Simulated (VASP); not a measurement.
Here is a VASP 6.6.1 calculation.

The input POSCAR:

```
AlN
1.0
    0.0000000000      2.0188684454      2.0188684454
    2.0188684454      0.0000000000      2.0188684454
    2.0188684454      2.0188684454      0.0000000000
Al N
1 1
Direct
    0.0000000000      0.0000000000      0.0000000000
    0.5000000000      0.5000000000      0.5000000000
```

Contents of INCAR.step1:

```
SYSTEM = AlN
PREC = Accurate ; ENCUT = 520
EDIFF = 1E-5 ; ISMEAR = 0
SIGMA = 0.01 ; LREAL = .False.
LASPH = .True. ; NELM = 80
ALGO = Normal ; ISIF = 2
LWAVE = .True. ; LCHARG = .False.
GGA = PE ; NBANDS = 11
```

The input INCAR.step2:

```
SYSTEM = AlN
PREC = Accurate ; ENCUT = 520
EDIFF = 1E-6 ; ISMEAR = 0
SIGMA = 0.01 ; LREAL = .False.
LASPH = .True. ; NELM = 80
ALGO = Normal ; ISIF = 2
LWAVE = .False. ; LCHARG = .False.
GGA = PE ; LHFCALC = .True.
AEXX = 0.15 ; HFSCREEN = 0.5
PRECFOCK = Normal ; ISTART = 1
NBANDS = 11
```

The input KPOINTS:

```
regular mesh
0
Gamma
  6 6 6
  0 0 0
```

Potentials or basis: VASP PAW PBE potentials, release 64 (Al, N).

Run with:

```console
$ cat potpaw_PBE.64/Al/POTCAR potpaw_PBE.64/N/POTCAR > POTCAR
$ cp INCAR.step1 INCAR
$ mpirun -np 1 vasp_std > vasp.out
$ cp INCAR.step2 INCAR
$ mpirun -np 1 vasp_std > vasp.out
```

**Question.** Estimate the pressure.

**Answer.** 2.5 GPa.

**Question.** Predict the band gap on the k mesh.

**Answer.** 5.08 eV (least direct gap 6.25 eV).

Caveat: the k points lie up to 0.45 Å⁻¹ apart; the PAW data sets were made with another functional, which shifts forces and pressure a little. A k mesh can miss the band edges.
